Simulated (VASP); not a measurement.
# CdF2 in VASP: notebook, part 2 of 2

VASP 6.6.1. The steps go on from the part before.

**5. Single point, LDA (equal xx and yy strain of +2 %)**

Input file INCAR:

```
PREC = Accurate
ENCUT = 520
EDIFF = 1E-7
ISMEAR = -1
SIGMA = 0.02
LREAL = False
LASPH = True
NELM = 80
ALGO = Normal
ISIF = 2
LWAVE = False
LCHARG = True
GGA = CA
LELF = True
LVHAR = True
NBANDS = 20
```

Input file KPOINTS:

```
Automatic mesh
0
Gamma
  8 8 8
```

Input file POSCAR:

```
CdF2
1.0
    0.0000000000      2.7478800000      2.6940000000
    2.7478800000      0.0000000000      2.6940000000
    2.7478800000      2.7478800000      0.0000000000
Cd F
1 2
Direct
    0.0000000000      0.0000000000      0.0000000000
    0.2500000000      0.2500000000      0.2500000000
    0.7500000000      0.7500000000      0.7500000000
```

Potentials or basis: VASP PAW LDA potentials, release 64 (Cd, F).

Run with:

```console
> cat potpaw_LDA.64/Cd/POTCAR potpaw_LDA.64/F/POTCAR > POTCAR
> mpirun -np 1 vasp_std > vasp.out
```

OUTCAR:

```text
PREC = Accurate
   ENCUT = 520
   EDIFF = 1E-7
   ISMEAR = -1
   LREAL = False
   LASPH = True
   NELM = 80
   ISIF = 2
   GGA = CA

 ion  position               nearest neighbor table
   1  0.000  0.000  0.000-   3 2.36   2 2.36   3 2.36   2 2.36   3 2.36   3 2.36   2 2.36   2 2.36

   2  0.250  0.250  0.250-   1 2.36   1 2.36   1 2.36   1 2.36
   3  0.750  0.750  0.750-   1 2.36   1 2.36   1 2.36   1 2.36

  LATTYP: Found a body centered tetragonal cell.
 ALAT       =     3.8860891638
 C/A-ratio  =     1.3864838847

[... 744 lines left out ...]

  FORCE on cell =-STRESS in cart. coord.  units (eV):
  Direction    XX          YY          ZZ          XY          YZ          ZX
  --------------------------------------------------------------------------------------
  -------------------------------------------------------------------------------------
  Total       -2.3265796     -2.3265796     -1.7816250      0.0000000      0.0000000      0.0000000
  in kB      -91.6231869    -91.6231869    -70.1622907      0.0000000      0.0000000      0.0000000
  external PRESSURE =     -84.4695548 kB  Pullay stress =       0.0000000 kB

 VOLUME and BASIS-vectors are now :
 -----------------------------------------------------------------------------
  energy-cutoff  :      520.00
  volume of cell :       40.68
      direct lattice vectors                 reciprocal lattice vectors
     0.000000000  2.747880000  2.694000000    -0.181958455  0.181958455  0.185597624
     2.747880000  0.000000000  2.694000000     0.181958455 -0.181958455  0.185597624
     2.747880000  2.747880000  0.000000000     0.181958455  0.181958455 -0.185597624

 POSITION                                       TOTAL-FORCE (eV/Angst)
 -----------------------------------------------------------------------------------
      0.00000      0.00000      0.00000         0.000000      0.000000      0.000000
      1.37394      1.37394      1.34700        -0.000000     -0.000000     -0.000000
      4.12182      4.12182      4.04100         0.000000      0.000000     -0.000000
 -----------------------------------------------------------------------------------
    total drift:                                0.000000     -0.000000      0.000000

  FREE ENERGIE OF THE ION-ELECTRON SYSTEM (eV)
  ---------------------------------------------------
  free  energy   TOTEN  =       -12.6494695377 eV

  energy  without entropy=      -12.6494695376  energy(sigma->0) =      -12.64946954
```

OSZICAR:

```text
N       E                     dE             d eps       ncg     rms          rms(c)
DAV:   1     0.193487463138E+03    0.19349E+03   -0.15408E+04  2472   0.131E+03
DAV:   2    -0.568079411793E+01   -0.19917E+03   -0.19107E+03  2576   0.339E+02
DAV:   3    -0.142335351608E+02   -0.85527E+01   -0.85299E+01  2716   0.764E+01
DAV:   4    -0.142715426087E+02   -0.38007E-01   -0.38006E-01  2580   0.529E+00
DAV:   5    -0.142716819867E+02   -0.13938E-03   -0.13938E-03  2680   0.289E-01    0.937E+00
DAV:   6    -0.126813341455E+02    0.15903E+01   -0.36764E+00  3040   0.373E+01    0.707E+00
DAV:   7    -0.126894748680E+02   -0.81407E-02   -0.74556E-01  2448   0.783E+00    0.399E+00
DAV:   8    -0.126591021968E+02    0.30373E-01   -0.16152E-01  2532   0.346E+00    0.749E-01
DAV:   9    -0.126492111422E+02    0.98911E-02   -0.30871E-02  2968   0.203E+00    0.104E-01
DAV:  10    -0.126494512580E+02   -0.24012E-03   -0.29069E-03  2456   0.586E-01    0.834E-02
DAV:  11    -0.126494870505E+02   -0.35792E-04   -0.19017E-04  2796   0.199E-01    0.502E-02
DAV:  12    -0.126494691947E+02    0.17856E-04   -0.80545E-05  2496   0.847E-02    0.777E-03
DAV:  13    -0.126494696521E+02   -0.45746E-06   -0.60440E-06  2564   0.220E-02    0.580E-03
DAV:  14    -0.126494695375E+02    0.11462E-06   -0.53848E-07  2440   0.907E-03    0.539E-04
DAV:  15    -0.126494695377E+02   -0.13233E-09   -0.38890E-08  1388   0.301E-03
   1 F= -.12649470E+02 E0= -.12649470E+02  d E =-.228599E-12
```

stdout:

```text
POSCAR found type information on POSCAR CdF
 POSCAR found :  2 types and       3 ions
 scaLAPACK will be used
 LDA part: xc-table for (Slater(with rela. corr.)+CA(PZ))
 , standard interpolation
 POSCAR, INCAR and KPOINTS ok, starting setup
 FFT: planning ... GRIDC
 FFT: planning ... GRID_SOFT
 FFT: planning ... GRID
 WAVECAR not read
 entering main loop
```

Run time: 85 s. Hardware: 1 thread of Intel Xeon 8259CL, shared host; peak memory 0.18 GiB.

What came out:

```yaml
Free_energy: -12.6495 eV
Pressure: -8.4 GPa
Band_gap_on_the_k_mesh: 2.64 eV (least direct gap 3.17 eV)
```

Levels at points of the mesh, in eV from the valence-band top:
```
           k point  band 11  band 12  band 13  band 14  band 15  band 16
(0.00, 0.00, 0.00)    -0.58    -0.53    -0.53     2.64    12.07    12.13
(0.50, 0.00, 0.00)    -1.74    -0.43    -0.42     6.64     8.65    13.71
(0.50, 0.50, 0.00)    -0.38    -0.12    -0.12     7.39     9.08    11.37
(0.50, 0.00, 0.50)    -0.49    -0.12    -0.05     7.43     9.12    11.36
```

Caveat: the cell differs from its parent crystal (equal xx and yy strain of +2 %); the cell stands under tension. A k mesh can miss the band edges.

**6. Single point, LDA (equal xy, yz and zx shear strains of -2 %)**

Input file INCAR:

```
SYSTEM = CdF2
PREC     = Accurate       ! precision mode
ENCUT    = 520            ! plane-wave cutoff, eV
EDIFF    = 1E-6           ! SCF threshold, eV
ISMEAR   = -1             ! smearing method
SIGMA    = 0.02           ! smearing width, eV
LREAL    = .FALSE.        ! projectors in reciprocal space
LASPH    = .TRUE.         ! aspherical terms in the spheres
NELM     = 60             ! most SCF steps
ALGO     = Normal         ! electronic algorithm
ISIF     = 2              ! what is computed and relaxed
LWAVE    = .FALSE.        ! write WAVECAR
LCHARG   = .TRUE.         ! write CHGCAR
LELF     = .TRUE.         ! ELF
LVHAR    = .TRUE.       
NBANDS   = 20             ! bands
```

Input file KPOINTS:

```
Automatic mesh
0
G
  8 8 8
  0 0 0
```

Input file POSCAR:

```
CdF2
1.0
   -0.0538800000      2.6670600000      2.6670600000
    2.6670600000     -0.0538800000      2.6670600000
    2.6670600000      2.6670600000     -0.0538800000
Cd F
1 2
Direct
    0.0000000000      0.0000000000      0.0000000000
    0.2500000000      0.2500000000      0.2500000000
    0.7500000000      0.7500000000      0.7500000000
```

Potentials or basis: VASP PAW LDA potentials, release 64 (Cd, F).

Run with:

```console
> cat potpaw_LDA.64/Cd/POTCAR potpaw_LDA.64/F/POTCAR > POTCAR
> mpirun -np 1 vasp_std > vasp.out
```

OUTCAR:

```text
SYSTEM = CdF2
   PREC = Accurate
   ENCUT = 520
   EDIFF = 1E-6
   ISMEAR = -1
   LREAL = .FALSE.
   LASPH = .TRUE.
   NELM = 60
   ISIF = 2

 ion  position               nearest neighbor table
   1  0.000  0.000  0.000-   2 2.29   3 2.29   3 2.35   3 2.35   3 2.35   2 2.35   2 2.35   2 2.35

   2  0.250  0.250  0.250-   1 2.29   1 2.35   1 2.35   1 2.35
   3  0.750  0.750  0.750-   1 2.29   1 2.35   1 2.35   1 2.35

  LATTYP: Found a trigonal (rhomboedric) cell.
 ALAT       =     3.7721772415
 COS(alpha) =     0.4797000918

  Lattice vectors:

 A1 = (  -0.0538800000,   2.6670600000,   2.6670600000)
 A2 = (   2.6670600000,  -0.0538800000,   2.6670600000)
 A3 = (   2.6670600000,   2.6670600000,  -0.0538800000)

Analysis of symmetry for initial positions (statically):
=====================================================================
 Subroutine PRICEL returns:
 Original cell was already a primitive cell.

 Routine SETGRP: Setting up the symmetry group for a
 trigonal (rhombohedral) supercell.

 Subroutine GETGRP returns: Found 12 space group operations
 (whereof 12 operations were pure point group operations)
 out of a pool of 12 trial point group operations.

The static configuration has the point symmetry D_3d.

Analysis of symmetry for dynamics (positions and initial velocities):
=====================================================================
 Subroutine PRICEL returns:
 Original cell was already a primitive cell.

 Routine SETGRP: Setting up the symmetry group for a
 trigonal (rhombohedral) supercell.

 Subroutine GETGRP returns: Found 12 space group operations
 (whereof 12 operations were pure point group operations)
 out of a pool of 12 trial point group operations.

The dynamic configuration has the point symmetry D_3d.

 Subroutine INISYM returns: Found 12 space group operations
 (whereof 12 operations are pure point group operations),
 and found     1 'primitive' translations

----------------------------------------------------------------------------------------

[... 113 lines left out ...]
     AMIX     =   0.40;   BMIX     =  1.00
     AMIX_MAG =   1.60;   BMIX_MAG =  1.00
  volume/ion in A,a.u.               =      13.03        87.94
  Fermi-wavevector in a.u.,A,eV,Ry     =   1.429010  2.700438 27.784062  2.042071
  Thomas-Fermi vector in A             =   2.549010
   LORBIT       =      0    0 simple, 1 ext, 2 COOP (PROOUT), +10 PAW based schemes
   GGA     = CA    functional components
   LHFCALC =     F    Hartree Fock is set to
   AEXX    =    0.0000 exact exchange contribution
   IVDW    =     0    specifies the selected vdW correction
   LEPSILON=     F    determine dielectric tensor
   LRPA    =     F    only Hartree local field effects (RPA)
 non-spin polarized calculation
  energy-cutoff  :      520.00
  volume of cell :       39.09
 maximum number of plane-waves:      1063
   NGX = 13   NGY = 13   NGZ = 13

 number of electron      25.9999988 magnetization

 Free energy of the ion-electron system (eV)
  ---------------------------------------------------
  ext. energy  EPLUGINS =         0.00000000
  ---------------------------------------------------
  free energy    TOTEN  =       -12.71202383 eV

  energy without entropy =      -12.71202383  energy(sigma->0) =      -12.71202383

 E-fermi :  -1.1239     XC(G=0): -11.1282

 val. band max:       -1.6595156753   @ k =  -0.2500   0.5000   0.2500
 cond. band min:       1.1449000187   @ k =   0.0000   0.0000   0.0000
 fundamental gap:      2.8044156940
 Fermi energy:        -1.1239031303

 k-point     1 :       0.0000    0.0000    0.0000
  band No.  band energies     occupation
      1     -22.1108      2.00000
      2     -20.9287      2.00000
      3      -7.3363      2.00000
      4      -7.2891      2.00000
      5      -7.2891      2.00000
      6      -6.0196      2.00000
[... 541 lines left out ...]
     19      15.9805      0.00000
     20      18.9896      0.00000

 [... further k-points ...]

------------------------ aborting loop because EDIFF is reached ----------------------------------------

  FORCE on cell =-STRESS in cart. coord.  units (eV):
  Direction    XX          YY          ZZ          XY          YZ          ZX
  --------------------------------------------------------------------------------------
  -------------------------------------------------------------------------------------
  Total       -1.1133025     -1.1133025     -1.1133025      0.1372673      0.1372673      0.1372673
  in kB      -45.6280776    -45.6280776    -45.6280776      5.6258247      5.6258247      5.6258247
  external PRESSURE =     -45.6280776 kB  Pullay stress =       0.0000000 kB

 VOLUME and BASIS-vectors are now :
 -----------------------------------------------------------------------------
  energy-cutoff  :      520.00
  volume of cell :       39.09
      direct lattice vectors                 reciprocal lattice vectors
    -0.053880000  2.667060000  2.667060000    -0.181884922  0.185635126  0.185635126
     2.667060000 -0.053880000  2.667060000     0.185635126 -0.181884922  0.185635126
     2.667060000  2.667060000 -0.053880000     0.185635126  0.185635126 -0.181884922

 POSITION                                       TOTAL-FORCE (eV/Angst)
 -----------------------------------------------------------------------------------
      0.00000      0.00000      0.00000         0.000000      0.000000      0.000000
      1.32006      1.32006      1.32006         0.037393      0.037393      0.037393
      3.96018      3.96018      3.96018        -0.037393     -0.037393     -0.037393
 -----------------------------------------------------------------------------------
    total drift:                                0.000000      0.000000      0.000000

  FREE ENERGIE OF THE ION-ELECTRON SYSTEM (eV)
  ---------------------------------------------------
  free  energy   TOTEN  =       -12.7120238292 eV

  energy  without entropy=      -12.7120238292  energy(sigma->0) =      -12.71202383
```

OSZICAR:

```text
N       E                     dE             d eps       ncg     rms          rms(c)
DAV:   1     0.195312881054E+03    0.19531E+03   -0.15531E+04  2712   0.133E+03
DAV:   2    -0.580041617666E+01   -0.20111E+03   -0.19336E+03  2832   0.343E+02
DAV:   3    -0.142404084314E+02   -0.84400E+01   -0.84175E+01  2988   0.766E+01
DAV:   4    -0.142778822301E+02   -0.37474E-01   -0.37472E-01  2832   0.528E+00
DAV:   5    -0.142780188431E+02   -0.13661E-03   -0.13661E-03  2952   0.287E-01    0.995E+00
DAV:   6    -0.127369774130E+02    0.15410E+01   -0.35117E+00  3356   0.363E+01    0.756E+00
DAV:   7    -0.127479301892E+02   -0.10953E-01   -0.72278E-01  2720   0.780E+00    0.429E+00
DAV:   8    -0.127209094900E+02    0.27021E-01   -0.14523E-01  2752   0.338E+00    0.718E-01
DAV:   9    -0.127117509392E+02    0.91586E-02   -0.29235E-02  3332   0.213E+00    0.951E-02
DAV:  10    -0.127120049791E+02   -0.25404E-03   -0.26565E-03  2704   0.530E-01    0.749E-02
DAV:  11    -0.127120288477E+02   -0.23869E-04   -0.93427E-05  3008   0.135E-01    0.349E-02
DAV:  12    -0.127120235629E+02    0.52848E-05   -0.35427E-05  2728   0.558E-02    0.118E-02
DAV:  13    -0.127120238292E+02   -0.26629E-06   -0.23820E-06  2876   0.157E-02
   1 F= -.12712024E+02 E0= -.12712024E+02  d E =-.473464E-13
```

Run time: 59 s. Hardware: 1 thread of Intel Xeon 8259CL, shared host; peak memory 0.17 GiB.

Results:

| Quantity | Value |
| --- | --- |
| Free energy | -12.7120 eV |
| Pressure | -4.6 GPa |
| Largest force | 0.065 eV/Å |
| Band gap on the k mesh | 2.80 eV (least direct gap 3.19 eV) |

Forces on the atoms (eV/Å):
```
Cd   0.000  0.000  0.000
F    0.037  0.037  0.037
F   -0.037 -0.037 -0.037
```

Stress tensor (GPa, compression positive):
```
-4.56  0.56  0.56
 0.56 -4.56  0.56
 0.56  0.56 -4.56
```

Levels at points of the mesh, in eV from the valence-band top:
```csv
k point,band 10,band 11,band 12,band 13,band 14,band 15,band 16,band 17
"(0.00, 0.00, 0.00)",-0.97,-0.53,-0.53,-0.39,2.80,12.12,12.12,12.72
"(0.50, 0.00, 0.00)",-1.92,-1.87,-0.40,-0.33,6.91,8.75,13.98,14.41
"(0.50, 0.50, 0.00)",-3.02,-0.52,-0.13,-0.05,7.76,9.34,11.46,13.75
"(0.50, 0.50, 0.50)",-1.93,-1.93,-0.45,-0.45,7.10,8.93,13.99,13.99
```

Caveat: the cell differs from its parent crystal (equal xy, yz and zx shear strains of -2 %); the cell stands under tension. A k mesh can miss the band edges.

**7. The runs side by side**

| cell | gap on the mesh (eV) | pressure (GPa) |
| --- | --- | --- |
| a = 3.772, b = 3.772, c = 3.734 Å, angles 60.3, 60.3, 59.3°, 3 atoms | 2.92 | -0.1 |
| a = 3.791, b = 3.791, c = 3.772 Å, angles 60.2, 60.2, 59.7°, 3 atoms | 2.86 | -2.5 |
| a = 3.829, b = 3.829, c = 3.848 Å, angles 59.8, 59.8, 60.3°, 3 atoms | 2.72 | -6.7 |
| a = 3.848, b = 3.848, c = 3.886 Å, angles 59.7, 59.7, 60.7°, 3 atoms | 2.64 | -8.4 |
| a = 3.772 Å, angles 61.3°, 3 atoms | 2.80 | -4.6 |

Alike in all rows: task single point; level LDA; potentials or basis VASP PAW LDA potentials, release 64 (Cd, F); no spin polarisation; k mesh 8 × 8 × 8; cutoff (eV) 520; smearing fermi-dirac 0.02 eV.

Caveats: the cell stands under tension (at least some runs).

Absolute energies hang on the potentials; compare differences alone.
